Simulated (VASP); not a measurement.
# CdH2O2 (P-3m1) in VASP: further runs

The runs below take CdH2O2 through single point, with PBEsol.

Program: VASP 6.6.1. These are calculated values, not measurements. Logs are shortened: lines on timing, memory, paths and dates and some standing lists are left out, and cuts for length are marked.

## 1. The cell of the first run

Symmetry: P-3m1, No. 164, trigonal system. The conventional cell has a = 3.410 Å, b = 3.410 Å, c = 4.713 Å, α = 90.00°, β = 90.00°, γ = 120.00°. Within 3.0 Å of Cd (site symmetry -3m) lie 6 O at 2.27 Å and 6 H at 2.89 Å. Within 1.3 Å of H (site symmetry 3m) lie 1 O at 0.98 Å. Within 1.3 Å of O (site symmetry 3m) lie 1 H at 0.98 Å.

## 2. Single point, PBEsol (strain -0.030 along x and y, +0.015 along z)

Contents of INCAR:

```
PREC = Accurate
ENCUT = 520
EDIFF = 1E-6
ISMEAR = 0
SIGMA = 0.05
LREAL = F
LASPH = T
NELM = 80
ALGO = Normal
ISIF = 2
LWAVE = F
LCHARG = F
GGA = PS
NBANDS = 21
```

Contents of KPOINTS:

```
Automatic mesh
0
Gamma
  9 9 6
```

Contents of POSCAR:

```
CdH2O2
1.0
    3.4100601858      0.0000000000      0.0000000000
   -1.7050300929      2.9531987493      0.0000000000
    0.0000000000      0.0000000000      4.7126239794
Cd H O
1 2 2
Direct
    0.0000000000      0.0000000000      0.0000000000
    0.6666666667      0.3333333333      0.5509607200
    0.3333333333      0.6666666667      0.4490392800
    0.6666666667      0.3333333333      0.7593720000
    0.3333333333      0.6666666667      0.2406280000
```

Potentials or basis: VASP PAW PBE potentials, release 64 (Cd, H, O).

Run with:

```sh
$ cat potpaw_PBE.64/Cd/POTCAR potpaw_PBE.64/H/POTCAR potpaw_PBE.64/O/POTCAR > POTCAR
$ mpirun -np 1 vasp_std > vasp.out
```

OUTCAR:

```text
PREC = Accurate
   ENCUT = 520
   EDIFF = 1E-6
   ISMEAR = 0
   LREAL = F
   LASPH = T
   NELM = 80
   ISIF = 2
   GGA = PS

 ion  position               nearest neighbor table
   1  0.000  0.000  0.000-   4 2.27   5 2.27   5 2.27   4 2.27   4 2.27   5 2.27
   2  0.667  0.333  0.551-   4 0.98
   3  0.333  0.667  0.449-   5 0.98
   4  0.667  0.333  0.759-   2 0.98   1 2.27   1 2.27   1 2.27
   5  0.333  0.667  0.241-   3 0.98   1 2.27   1 2.27   1 2.27

  LATTYP: Found a hexagonal cell.
 ALAT       =     3.4100601858
 C/A-ratio  =     1.3819767754

  Lattice vectors:

 A1 = (   3.4100601858,   0.0000000000,   0.0000000000)
 A2 = (  -1.7050300929,   2.9531987493,   0.0000000000)
 A3 = (   0.0000000000,   0.0000000000,   4.7126239794)

Analysis of symmetry for initial positions (statically):
=====================================================================
 Subroutine PRICEL returns:
 Original cell was already a primitive cell.

 Routine SETGRP: Setting up the symmetry group for a
 hexagonal supercell.

 Subroutine GETGRP returns: Found 12 space group operations
 (whereof 12 operations were pure point group operations)
 out of a pool of 24 trial point group operations.

The static configuration has the point symmetry D_3d.

Analysis of symmetry for dynamics (positions and initial velocities):
=====================================================================
 Subroutine PRICEL returns:
 Original cell was already a primitive cell.

 Routine SETGRP: Setting up the symmetry group for a
 hexagonal supercell.

 Subroutine GETGRP returns: Found 12 space group operations
 (whereof 12 operations were pure point group operations)
 out of a pool of 24 trial point group operations.

The dynamic configuration has the point symmetry D_3d.

 Subroutine INISYM returns: Found 12 space group operations
 (whereof 12 operations are pure point group operations),
 and found     1 'primitive' translations

----------------------------------------------------------------------------------------

                                     Primitive cell

  volume of cell :      47.4589

  direct lattice vectors                    reciprocal lattice vectors
     3.410060186  0.000000000  0.000000000     0.293249956  0.169307941  0.000000000
    -1.705030093  2.953198749  0.000000000     0.000000000  0.338615882  0.000000000
     0.000000000  0.000000000  4.712623979     0.000000000  0.000000000  0.212196009

  length of vectors
     3.410060186  3.410060186  4.712623979     0.338615882  0.338615882  0.212196009

  position of ions in fractional coordinates (direct lattice)
     0.000000000  0.000000000  0.000000000
     0.666666667  0.333333333  0.550960720
     0.333333333  0.666666667  0.449039280
     0.666666667  0.333333333  0.759372000
     0.333333333  0.666666667  0.240628000

  ion indices of the primitive-cell ions
   primitive index   ion index
                 1           1
                 2           2
                 3           3
                 4           4
                 5           5

----------------------------------------------------------------------------------------

 KPOINTS: Automatic mesh

Automatic generation of k-mesh.
 Grid dimensions read from file:
 generate k-points for:    9    9    6

 Generating k-lattice:

  Cartesian coordinates                     Fractional coordinates (reciprocal lattice)
     0.032583328  0.018811993  0.000000000     0.111111111  0.000000000  0.000000000
     0.000000000  0.037623987  0.000000000     0.000000000  0.111111111  0.000000000
     0.000000000  0.000000000  0.035366001     0.000000000  0.000000000  0.166666667

  Length of vectors
     0.037623987  0.037623987  0.035366001

  Shift w.r.t. Gamma in fractional coordinates (k-lattice)
     0.000000000  0.000000000  0.000000000

 Subroutine IBZKPT returns following result:
 ===========================================

 Found     62 irreducible k-points:

 Following reciprocal coordinates:
            Coordinates               Weight
  0.000000  0.000000  0.000000      1.000000
  0.111111  0.000000  0.000000      6.000000
  0.222222  0.000000  0.000000      6.000000
  0.333333  0.000000  0.000000      6.000000
  0.444444  0.000000  0.000000      6.000000
  0.111111  0.111111  0.000000      6.000000
[... 16 lines left out ...]
  0.222222  0.111111  0.166667     12.000000
 -0.111111  0.333333  0.166667     12.000000
 [... further k-points ...]
   k-points           NKPTS =     62   k-points in BZ     NKDIM =     62   number of bands    NBANDS=     21
   number of dos      NEDOS =    301   number of ions     NIONS =      5
   total plane-waves  NPLWV =  28224
   dimension x,y,z NGX =    28 NGY =   28 NGZ =   36
   dimension x,y,z NGXF=    56 NGYF=   56 NGZF=   72
   ions per type =               1   2   2
   NGX,Y,Z   is equivalent  to a cutoff of  13.65, 13.65, 12.70 a.u.
   NGXF,Y,Z  is equivalent  to a cutoff of  27.30, 27.30, 25.40 a.u.
 SYSTEM =  unknown system
   PREC   = accura    normal or accurate (medium, high low for compatibility)
   ISTART =      0    job   : 0-new  1-cont  2-samecut
   ICHARG =      2    charge: 1-file 2-atom 10-const
   ISPIN  =      1    spin polarized calculation?
   LNONCOLLINEAR =      F non collinear calculations
   LSORBIT =      F    spin-orbit coupling
   LASPH  =      T    aspherical Exc in radial PAW
   ENCUT  =  520.0 eV  38.22 Ry    6.18 a.u.   6.34  6.34  8.76*2*pi/ulx,y,z
   NELM   =     80;   NELMIN=  2; NELMDL= -5     # of ELM steps
   EDIFF  = 0.1E-05   stopping-criterion for ELM
   LREAL  =      F    real-space projection
   EDIFFG = 0.1E-04   stopping-criterion for IOM
   NSW    =      0    number of steps for IOM
   IBRION =     -1    ionic relax: 0-MD 1-quasi-New 2-CG
   NFREE  =      0    steps in history (QN), initial steepest desc. (CG)
   ISIF   =      2    stress and relaxation
   ISYM   =      2    0-nonsym 1-usesym 2-fastsym
   POTIM  = 0.5000    time-step for ionic-motion
   TEBEG  =    0.0;   TEEND  =   0.0 temperature during run
   PSTRESS=    0.0 pullay stress
   NELECT =      26.0000    total number of electrons
   NUPDOWN=      -1.0000    fix difference up-down
   EMIN   =  10.00;   EMAX   =-10.00  energy-range for DOS
   EFERMI =   0.00;   METHOD = LEGACY
   ISMEAR =     0;   SIGMA  =   0.05  broadening in eV -4-tet -1-fermi 0-gaus
   EFERMI_NEDOS =   21; number of points for ismear=-14 and -15
   IALGO  =     38    algorithm
   IMIX   =      4    mixing-type and parameters
     AMIX     =   0.40;   BMIX     =  1.00
     AMIX_MAG =   1.60;   BMIX_MAG =  1.00
  volume/ion in A,a.u.               =       9.49        64.05
  Fermi-wavevector in a.u.,A,eV,Ry     =   1.339554  2.531389 24.414348  1.794404
  Thomas-Fermi vector in A             =   2.467936
   LORBIT       =      0    0 simple, 1 ext, 2 COOP (PROOUT), +10 PAW based schemes
   GGA     = PS    functional components
   LHFCALC =     F    Hartree Fock is set to
   AEXX    =    0.0000 exact exchange contribution
   IVDW    =     0    specifies the selected vdW correction
   LEPSILON=     F    determine dielectric tensor
   LRPA    =     F    only Hartree local field effects (RPA)
 non-spin polarized calculation
 Gauss-broadening in eV      SIGMA  =   0.05
  energy-cutoff  :      520.00
  volume of cell :       47.46
 maximum number of plane-waves:      1294
 NGX is ok and might be reduce to    28
   NGX = 13   NGY = 13   NGZ = 17

 number of electron      26.0000010 magnetization

 Free energy of the ion-electron system (eV)
  ---------------------------------------------------
  ext. energy  EPLUGINS =         0.00000000
  ---------------------------------------------------
  free energy    TOTEN  =       -23.42903553 eV

  energy without entropy =      -23.42903553  energy(sigma->0) =      -23.42903553

 E-fermi :   0.5215     XC(G=0): -10.4610

 val. band max:        0.2599948155   @ k =   0.4444   0.0000   0.0000
 cond. band min:       1.9461176135   @ k =   0.0000   0.0000   0.0000
 fundamental gap:      1.6861227980
 Fermi energy:         0.5215135005

 k-point     1 :       0.0000    0.0000    0.0000
  band No.  band energies     occupation
      1     -18.4463      2.00000
      2     -17.3389      2.00000
      3      -7.7526      2.00000
      4      -6.2598      2.00000
      5      -6.2598      2.00000
      6      -5.3653      2.00000
[... 13 lines left out ...]
     20      15.1449      0.00000
     21      17.8587      0.00000

 k-point     2 :       0.1111    0.0000    0.0000
  band No.  band energies     occupation
      1     -18.3901      2.00000
      2     -17.3577      2.00000
      3      -7.6233      2.00000
      4      -6.2918      2.00000
      5      -6.1980      2.00000
      6      -5.4157      2.00000
[... 13 lines left out ...]
     20      15.8507      0.00000
     21      17.2991      0.00000

 k-point     3 :       0.2222    0.0000    0.0000
  band No.  band energies     occupation
      1     -18.2382      2.00000
      2     -17.4116      2.00000
      3      -7.2842      2.00000
      4      -6.3406      2.00000
      5      -6.0577      2.00000
      6      -5.5811      2.00000
[... 13 lines left out ...]
     20      14.6458      0.00000
     21      16.1060      0.00000
[... 457 lines left out ...]
 k-point    23 :       0.2222    0.1111    0.1667
  band No.  band energies     occupation
      1     -18.0671      2.00000
      2     -17.5081      2.00000
      3      -6.8998      2.00000
      4      -6.5443      2.00000
      5      -5.9481      2.00000
      6      -5.6469      2.00000
[... 13 lines left out ...]
     20      13.8026      0.00000
     21      16.1855      0.00000

 k-point    24 :      -0.1111    0.3333    0.1667
  band No.  band energies     occupation
      1     -18.0833      2.00000
      2     -17.4873      2.00000
      3      -7.1075      2.00000
      4      -6.3800      2.00000
      5      -5.9743      2.00000
      6      -5.6822      2.00000
[... 13 lines left out ...]
     20      14.2882      0.00000
     21      15.9718      0.00000

 [... further k-points ...]
[... 5 lines left out ...]
  --------------------------------------------------------------------------------------
  -------------------------------------------------------------------------------------
  Total        1.7344618      1.7344618      0.1326278      0.0000000      0.0000000      0.0000000
  in kB       58.5541693     58.5541693      4.4774182      0.0000000      0.0000000      0.0000000
  external PRESSURE =      40.5285856 kB  Pullay stress =       0.0000000 kB

 VOLUME and BASIS-vectors are now :
 -----------------------------------------------------------------------------
  energy-cutoff  :      520.00
  volume of cell :       47.46
      direct lattice vectors                 reciprocal lattice vectors
     3.410060186  0.000000000  0.000000000     0.293249956  0.169307941  0.000000000
    -1.705030093  2.953198749  0.000000000     0.000000000  0.338615882  0.000000000
     0.000000000  0.000000000  4.712623979     0.000000000  0.000000000  0.212196009

 POSITION                                       TOTAL-FORCE (eV/Angst)
 -----------------------------------------------------------------------------------
      0.00000      0.00000      0.00000         0.000000      0.000000     -0.000000
      1.70503      0.98440      2.59647         0.000000      0.000000      0.072595
     -0.00000      1.96880      2.11615        -0.000000      0.000000     -0.072595
      1.70503      0.98440      3.57863        -0.000000      0.000000     -0.316650
     -0.00000      1.96880      1.13399         0.000000      0.000000      0.316650
 -----------------------------------------------------------------------------------
    total drift:                                0.000000     -0.000000      0.000000

  FREE ENERGIE OF THE ION-ELECTRON SYSTEM (eV)
  ---------------------------------------------------
  free  energy   TOTEN  =       -23.4290355268 eV

  energy  without entropy=      -23.4290355268  energy(sigma->0) =      -23.42903553
```

Wall time 31 s (1 thread of Intel Xeon Platinum 8488C (Sapphire Rapids), shared host); peak memory 0.21 GiB.

What came out:

| Property | Result |
| --- | --- |
| Free energy | -23.4290 eV |
| Pressure | 4.1 GPa |
| Largest force | 0.317 eV/Å |
| Band gap on the k mesh | 1.69 eV, indirect (least direct gap 1.96 eV) |

Forces in eV/Å, atoms in the order of the input:
```
Cd   0.000  0.000  0.000
H    0.000  0.000  0.073
H    0.000  0.000 -0.073
O    0.000  0.000 -0.317
O    0.000  0.000  0.317
```

Levels at points of the mesh, in eV from the valence-band top:
```tsv
k point	band 9	band 10	band 11	band 12	band 13	band 14	band 15	band 16	band 17	band 18
(0.00, 0.00, 0.00)	-4.32	-1.17	-1.17	-0.28	-0.28	1.69	6.11	9.83	13.46	13.46
(0.00, 0.00, 0.50)	-4.88	-1.39	-1.39	-0.01	-0.01	4.34	4.49	10.74	10.80	13.39
```

Caveat: the cell differs from its parent crystal (strain -0.030 along x and y, +0.015 along z); the PAW data sets were made with another functional, which shifts forces and pressure a little. A k mesh can miss the band edges.

## 3. Single point, PBEsol (strain -0.015 along x and y, -0.015 along z)

Contents of INCAR:

```
SYSTEM = CdH2O2
ALGO = Normal ; EDIFF = 1E-6
ENCUT = 520 ; GGA = PS
ISIF = 2 ; ISMEAR = 0
LASPH = .TRUE. ; LCHARG = .FALSE.
LREAL = .FALSE. ; LWAVE = .FALSE.
NBANDS = 21 ; NELM = 80
PREC = Accurate ; SIGMA = 0.05
```

Contents of KPOINTS:

```
k-points
0
G
  9 9 6
  0 0 0
```

POSCAR: that of step 2 with these lines changed.

```diff
@@ -2,5 +2,5 @@
 1.0
-    3.4100601858      0.0000000000      0.0000000000
-   -1.7050300929      2.9531987493      0.0000000000
-    0.0000000000      0.0000000000      4.7126239794
+    3.4627930753      0.0000000000      0.0000000000
+   -1.7313965376      2.9988667712      0.0000000000
+    0.0000000000      0.0000000000      4.5733346006
 Cd H O
```

Potentials or basis: VASP PAW PBE potentials, release 64 (Cd, H, O).

Run with:

```sh
$ cat potpaw_PBE.64/Cd/POTCAR potpaw_PBE.64/H/POTCAR potpaw_PBE.64/O/POTCAR > POTCAR
$ mpirun -np 1 vasp_std > vasp.out
```

Wall time 31 s (1 thread of Intel Xeon Platinum 8488C (Sapphire Rapids), shared host); peak memory 0.21 GiB.

The run converged. Its results:

```yaml
Free_energy: -23.4239 eV
Pressure: 6.1 GPa
Largest_force: 1.385 eV/Å
Band_gap_on_the_k_mesh: 1.73 eV, indirect (least direct gap 2.08 eV)
```

Forces in eV/Å, atoms in the order of the input:
```
Cd   0.000  0.000  0.000
H    0.000  0.000 -1.385
H    0.000  0.000  1.385
O    0.000  0.000  1.151
O    0.000  0.000 -1.151
```

Stress tensor (GPa, compression positive):
```
 3.76  0.00  0.00
 0.00  3.76  0.00
 0.00  0.00 10.77
```

Levels at points of the mesh, in eV from the valence-band top:
| k point | band 10 | band 11 | band 12 | band 13 | band 14 | band 15 | band 16 | band 17 |
| --- | --- | --- | --- | --- | --- | --- | --- | --- |
| (0.00, 0.00, 0.00) | -1.18 | -1.18 | -0.34 | -0.34 | 1.73 | 6.10 | 10.33 | 13.07 |
| (0.00, 0.00, 0.50) | -1.44 | -1.44 | -0.05 | -0.05 | 4.30 | 4.56 | 11.23 | 11.49 |

Caveat: the cell differs from its parent crystal (strain -0.015 along x and y, -0.015 along z); the PAW data sets were made with another functional, which shifts forces and pressure a little.
